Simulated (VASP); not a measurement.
# NiO (Cmcm) in VASP: notebook

The runs below take NiO through single point, relaxation of cell and atoms, with PBE.

Program: VASP 6.6.1. These are calculated values, not measurements. Logs are shortened: lines on timing, memory, paths and dates and some standing lists are left out, and cuts for length are marked.

### 1 The cell of the first run

Symmetry: Cmcm, No. 63, orthorhombic system. Conventional cell: a = 3.028 Å, b = 7.990 Å, c = 3.008 Å, α = 90.00°, β = 90.00°, γ = 90.00°. Within 3.1 Å of Ni (site symmetry m2m) lie 7 O at 2.18 to 2.43 Å and 10 Ni at 2.70 to 3.03 Å. O (site symmetry m2m) has 2 O at 1.70 Å and 6 Ni at 2.18 to 2.27 Å within 2.3 Å.

### 2 Single point, PBE, collinear spin, ferromagnetic start

INCAR

```
SYSTEM = NiO
PREC = Accurate ; ENCUT = 600
EDIFF = 1E-6 ; ISMEAR = 0
SIGMA = 0.1 ; LREAL = .FALSE.
LASPH = .TRUE. ; NELM = 200
ALGO = Normal ; ISIF = 2
LWAVE = .FALSE. ; LCHARG = .FALSE.
ISPIN = 2 ; MAGMOM = 2 2 0 0
LORBIT = 11 ; LMAXMIX = 4
GGA = PE ; NBANDS = 28
GGA_COMPAT = .FALSE.
```

KPOINTS

```
regular mesh
0
G
  6 6 6
  0 0 0
```

POSCAR

```
NiO
1.0
    1.5141314069     -3.9950561784      0.0000000000
    1.5141314069      3.9950561784      0.0000000000
    0.0000000000      0.0000000000      3.0078015786
Ni O
2 2
Direct
    0.8540000000      0.1460000000      0.7500000000
    0.1460000000      0.8540000000      0.2500000000
    0.5500000000      0.4500000000      0.7500000000
    0.4500000000      0.5500000000      0.2500000000
```

Potentials or basis: VASP PAW PBE potentials, release 64 (Ni, O).

Run with:

```console
> cat potpaw_PBE.64/Ni/POTCAR potpaw_PBE.64/O/POTCAR > POTCAR
> mpirun -np 1 vasp_std > vasp.out
```

OUTCAR:

```text
SYSTEM = NiO
   PREC = Accurate
   ENCUT = 600
   EDIFF = 1E-6
   ISMEAR = 0
   LREAL = .FALSE.
   LASPH = .TRUE.
   NELM = 200
   ISIF = 2
   ISPIN = 2
   LORBIT = 11
   GGA = PE

 ion  position               nearest neighbor table
   1  0.854  0.146  0.750-   3 2.18   3 2.18   4 2.27   4 2.27   4 2.27   4 2.27   3 2.43   2 2.70
                             2 2.70   2 2.70   2 2.70   2 2.78   2 2.78
   2  0.146  0.854  0.250-   4 2.18   4 2.18   3 2.27   3 2.27   3 2.27   3 2.27   4 2.43   1 2.70
                             1 2.70   1 2.70   1 2.70   1 2.78   1 2.78
   3  0.550  0.450  0.750-   4 1.70   4 1.70   1 2.18   1 2.18   2 2.27   2 2.27   2 2.27   2 2.27
                             1 2.43
   4  0.450  0.550  0.250-   3 1.70   3 1.70   2 2.18   2 2.18   1 2.27   1 2.27   1 2.27   1 2.27
                             2 2.43

  LATTYP: Found a base centered orthorhombic cell.
 ALAT       =     3.0282628138
 B/A-ratio  =     2.6385135136
 C/A-ratio  =     0.9932432433

  Lattice vectors:

 A1 = (   1.5141314069,  -3.9950561784,   0.0000000000)
 A2 = (   1.5141314069,   3.9950561784,   0.0000000000)
 A3 = (   0.0000000000,   0.0000000000,   3.0078015786)

Analysis of symmetry for initial positions (statically):
=====================================================================
 Subroutine PRICEL returns:
 Original cell was already a primitive cell.

 Routine SETGRP: Setting up the symmetry group for a
 base centered orthorhombic supercell.

 Subroutine GETGRP returns: Found  8 space group operations
 (whereof  4 operations were pure point group operations)
 out of a pool of  8 trial point group operations.

The static configuration has the point symmetry C_2h.
 The point group associated with its full space group is D_2h.

Analysis of symmetry for dynamics (positions and initial velocities):
=====================================================================
 Subroutine PRICEL returns:
 Original cell was already a primitive cell.

 Routine SETGRP: Setting up the symmetry group for a
 base centered orthorhombic supercell.

 Subroutine GETGRP returns: Found  8 space group operations
 (whereof  4 operations were pure point group operations)
 out of a pool of  8 trial point group operations.

The dynamic configuration has the point symmetry C_2h.
 The point group associated with its full space group is D_2h.

Analysis of structural, dynamic, and magnetic symmetry:
=====================================================================
 Subroutine PRICEL returns:
 Original cell was already a primitive cell.

 Routine SETGRP: Setting up the symmetry group for a
 base centered orthorhombic supercell.

 Subroutine GETGRP returns: Found  8 space group operations
 (whereof  4 operations were pure point group operations)
 out of a pool of  8 trial point group operations.

The overall configuration has the point symmetry C_2h.
 The point group associated with its full space group is D_2h.

 Subroutine INISYM returns: Found  8 space group operations
 (whereof  4 operations are pure point group operations),
 and found     1 'primitive' translations

----------------------------------------------------------------------------------------

                                     Primitive cell

  volume of cell :      36.3886

  direct lattice vectors                    reciprocal lattice vectors
     1.514131407 -3.995056178  0.000000000     0.330222329 -0.125154686  0.000000000
     1.514131407  3.995056178  0.000000000     0.330222329  0.125154686  0.000000000
     0.000000000  0.000000000  3.007801579     0.000000000  0.000000000  0.332468740

  length of vectors
     4.272360915  4.272360915  3.007801579     0.353143713  0.353143713  0.332468740

  position of ions in fractional coordinates (direct lattice)
     0.854000000  0.146000000  0.750000000
     0.146000000  0.854000000  0.250000000
     0.550000000  0.450000000  0.750000000
     0.450000000  0.550000000  0.250000000

  ion indices of the primitive-cell ions
   primitive index   ion index
                 1           1
                 2           2
                 3           3
                 4           4

----------------------------------------------------------------------------------------

 KPOINTS: regular mesh

Automatic generation of k-mesh.
 Grid dimensions read from file:
 generate k-points for:    6    6    6

 Generating k-lattice:

  Cartesian coordinates                     Fractional coordinates (reciprocal lattice)
     0.055037055 -0.020859114  0.000000000     0.166666667 -0.000000000  0.000000000
     0.055037055  0.020859114  0.000000000    -0.000000000  0.166666667  0.000000000
     0.000000000  0.000000000  0.055411457     0.000000000  0.000000000  0.166666667

  Length of vectors
     0.058857286  0.058857286  0.055411457

  Shift w.r.t. Gamma in fractional coordinates (k-lattice)
     0.000000000  0.000000000  0.000000000

 Subroutine IBZKPT returns following result:
 ===========================================

 Found     52 irreducible k-points:

 Following reciprocal coordinates:
            Coordinates               Weight
  0.000000  0.000000  0.000000      1.000000
  0.166667 -0.000000  0.000000      4.000000
  0.333333 -0.000000  0.000000      4.000000
  0.500000 -0.000000  0.000000      2.000000
  0.166667  0.166667  0.000000      2.000000
  0.333333  0.166667  0.000000      4.000000
[... 16 lines left out ...]
  0.333333  0.333333  0.166667      4.000000
  0.500000  0.333333  0.166667      8.000000
 [... further k-points ...]
   k-points           NKPTS =     52   k-points in BZ     NKDIM =     52   number of bands    NBANDS=     28
   number of dos      NEDOS =    301   number of ions     NIONS =      4
   total plane-waves  NPLWV =  31104
   dimension x,y,z NGX =    36 NGY =   36 NGZ =   24
   dimension x,y,z NGXF=    72 NGYF=   72 NGZF=   48
   ions per type =               2   2
   NGX,Y,Z   is equivalent  to a cutoff of  14.01, 14.01, 13.27 a.u.
   NGXF,Y,Z  is equivalent  to a cutoff of  28.02, 28.02, 26.53 a.u.
 SYSTEM =  NiO
   PREC   = accura    normal or accurate (medium, high low for compatibility)
   ISTART =      0    job   : 0-new  1-cont  2-samecut
   ICHARG =      2    charge: 1-file 2-atom 10-const
   ISPIN  =      2    spin polarized calculation?
   LNONCOLLINEAR =      F non collinear calculations
   LSORBIT =      F    spin-orbit coupling
   LASPH  =      T    aspherical Exc in radial PAW
   ENCUT  =  600.0 eV  44.10 Ry    6.64 a.u.   8.53  8.53  6.01*2*pi/ulx,y,z
   NELM   =    200;   NELMIN=  2; NELMDL= -5     # of ELM steps
   EDIFF  = 0.1E-05   stopping-criterion for ELM
   LREAL  =      F    real-space projection
   EDIFFG = 0.1E-04   stopping-criterion for IOM
   NSW    =      0    number of steps for IOM
   IBRION =     -1    ionic relax: 0-MD 1-quasi-New 2-CG
   NFREE  =      0    steps in history (QN), initial steepest desc. (CG)
   ISIF   =      2    stress and relaxation
   ISYM   =      2    0-nonsym 1-usesym 2-fastsym
   POTIM  = 0.5000    time-step for ionic-motion
   TEBEG  =    0.0;   TEEND  =   0.0 temperature during run
   PSTRESS=    0.0 pullay stress
   NELECT =      32.0000    total number of electrons
   NUPDOWN=      -1.0000    fix difference up-down
   EMIN   =  10.00;   EMAX   =-10.00  energy-range for DOS
   EFERMI =   0.00;   METHOD = LEGACY
   ISMEAR =     0;   SIGMA  =   0.10  broadening in eV -4-tet -1-fermi 0-gaus
   EFERMI_NEDOS =   21; number of points for ismear=-14 and -15
   IALGO  =     38    algorithm
   IMIX   =      4    mixing-type and parameters
     AMIX     =   0.40;   BMIX     =  1.00
     AMIX_MAG =   1.60;   BMIX_MAG =  1.00
  volume/ion in A,a.u.               =       9.10        61.39
  Fermi-wavevector in a.u.,A,eV,Ry     =   1.568446  2.963933 33.470649  2.460023
  Thomas-Fermi vector in A             =   2.670476
   LORBIT       =     11    0 simple, 1 ext, 2 COOP (PROOUT), +10 PAW based schemes
   GGA     = PE    functional components
   LHFCALC =     F    Hartree Fock is set to
   AEXX    =    0.0000 exact exchange contribution
   IVDW    =     0    specifies the selected vdW correction
   LEPSILON=     F    determine dielectric tensor
   LRPA    =     F    only Hartree local field effects (RPA)
 spin polarized calculation
 Gauss-broadening in eV      SIGMA  =   0.10
  energy-cutoff  :      600.00
  volume of cell :       36.39
 maximum number of plane-waves:      1236
 NGX is ok and might be reduce to    36
   NGX = 17   NGY = 17   NGZ = 13

 number of electron      31.9999987 magnetization       1.6897030

 Free energy of the ion-electron system (eV)
  ---------------------------------------------------
  ext. energy  EPLUGINS =         0.00000000
  ---------------------------------------------------
  free energy    TOTEN  =       -17.15426956 eV

  energy without entropy =      -17.13376215  energy(sigma->0) =      -17.14401585

 E-fermi :   8.2381     XC(G=0): -12.7922

 val. band max:        8.2287888744   @ k =   0.0000   0.0000   0.1667
 cond. band min:       8.2392475225   @ k =   0.3333  -0.0000   0.0000
 fundamental gap:      0.0104586481
 Fermi energy:         8.2380937838

 spin component 1

 k-point     1 :       0.0000    0.0000    0.0000
  band No.  band energies     occupation
      1     -15.2437      1.00000
      2      -8.3038      1.00000
      3      -0.7278      1.00000
      4       1.1221      1.00000
      5       1.9167      1.00000
      6       2.2202      1.00000
[... 20 lines left out ...]
     27      28.9714      0.00000
     28      29.0995      0.00000

 k-point     2 :       0.1667   -0.0000    0.0000
  band No.  band energies     occupation
      1     -15.1456      1.00000
      2      -8.2394      1.00000
      3      -0.7216      1.00000
      4       0.1759      1.00000
      5       2.1276      1.00000
      6       2.6464      1.00000
[... 674 lines left out ...]
 k-point    24 :       0.5000    0.3333    0.1667
  band No.  band energies     occupation
      1     -14.7594      1.00000
      2      -9.0114      1.00000
      3      -1.4206      1.00000
      4       0.7193      1.00000
      5       2.6026      1.00000
      6       3.1689      1.00000
[... 20 lines left out ...]
     27      27.3074      0.00000
     28      29.0838      0.00000

 [... further k-points ...]

 spin component 2

 k-point     1 :       0.0000    0.0000    0.0000
  band No.  band energies     occupation
      1     -15.1435      1.00000
      2      -8.1577      1.00000
      3      -0.7421      1.00000
      4       1.4660      1.00000
      5       1.9499      1.00000
      6       2.3302      1.00000
[... 20 lines left out ...]
     27      29.0960      0.00000
     28      29.3926      0.00000

 k-point     2 :       0.1667   -0.0000    0.0000
  band No.  band energies     occupation
      1     -15.0443      1.00000
      2      -8.0937      1.00000
      3      -0.7310      1.00000
      4       0.4257      1.00000
      5       2.2235      1.00000
      6       2.7480      1.00000
[... 674 lines left out ...]
 k-point    24 :       0.5000    0.3333    0.1667
  band No.  band energies     occupation
      1     -14.6558      1.00000
      2      -8.8788      1.00000
      3      -1.4114      1.00000
      4       0.9989      1.00000
      5       2.7368      1.00000
      6       3.2522      1.00000
[... 20 lines left out ...]
     27      27.3521      0.00000
     28      29.2062      0.00000

 [... further k-points ...]

------------------------ aborting loop because EDIFF is reached ----------------------------------------

  FORCE on cell =-STRESS in cart. coord.  units (eV):
  Direction    XX          YY          ZZ          XY          YZ          ZX
  --------------------------------------------------------------------------------------
  -------------------------------------------------------------------------------------
  Total       -0.3057330      4.1244973     13.1684379      0.0000000      0.0000000      0.0000000
  in kB      -13.4613070    181.6000536    579.8013259      0.0000000      0.0000000      0.0000000
  external PRESSURE =     249.3133575 kB  Pullay stress =       0.0000000 kB

 VOLUME and BASIS-vectors are now :
 -----------------------------------------------------------------------------
  energy-cutoff  :      600.00
  volume of cell :       36.39
      direct lattice vectors                 reciprocal lattice vectors
     1.514131407 -3.995056178  0.000000000     0.330222329 -0.125154686  0.000000000
     1.514131407  3.995056178  0.000000000     0.330222329  0.125154686  0.000000000
     0.000000000  0.000000000  3.007801579     0.000000000  0.000000000  0.332468740

 POSITION                                       TOTAL-FORCE (eV/Angst)
 -----------------------------------------------------------------------------------
      1.51413     -2.82850      2.25585         0.000000      1.185195     -0.000000
      1.51413      2.82850      0.75195         0.000000     -1.185195     -0.000000
      1.51413     -0.39951      2.25585         0.000000     -3.429919      0.000000
      1.51413      0.39951      0.75195         0.000000      3.429919      0.000000
 -----------------------------------------------------------------------------------
    total drift:                                0.000000      0.000000      0.000000

  FREE ENERGIE OF THE ION-ELECTRON SYSTEM (eV)
  ---------------------------------------------------
  free  energy   TOTEN  =       -17.1542695588 eV

  energy  without entropy=      -17.1337621475  energy(sigma->0) =      -17.14401585

 total charge

# of ion       s       p       d       tot
------------------------------------------
    1        0.314   0.302   8.393   9.010
    2        0.314   0.302   8.393   9.010
    3        1.656   3.195   0.000   4.852
    4        1.656   3.195   0.000   4.852
--------------------------------------------------
tot          3.941   6.995  16.787  27.723

 magnetization (x)

# of ion       s       p       d       tot
------------------------------------------
    1       -0.006  -0.007   0.797   0.784
    2       -0.006  -0.007   0.797   0.784
    3       -0.001   0.076   0.000   0.076
    4       -0.001   0.076   0.000   0.076
--------------------------------------------------
tot         -0.013   0.139   1.593   1.719
```

It took 2.9 min on 1 thread of Oxide Virtual Turin-like, shared host; peak memory 0.22 GiB.

Results:

* Free energy: -17.1543 eV
* Pressure: 24.9 GPa
* Largest force: 3.430 eV/Å
* Net moment: 1.69 μB per cell
* Site moments: Ni +0.78; O +0.08 μB
* Valence electrons inside the program's atomic spheres: Ni 9.01; O 4.85

Forces on the atoms (eV/Å):
```
Ni   0.000  1.185  0.000
Ni   0.000 -1.185  0.000
O    0.000 -3.430  0.000
O    0.000  3.430  0.000
```

Caveat: the k points lie up to 0.37 Å⁻¹ apart; semilocal functionals often make such compounds metallic where correlation or magnetic order opens a gap, which also shifts bond lengths; forces of over 1 eV/Å act on the atoms, so gaps and moduli don't describe the material at rest.

(Continued in part 2 of 2.)
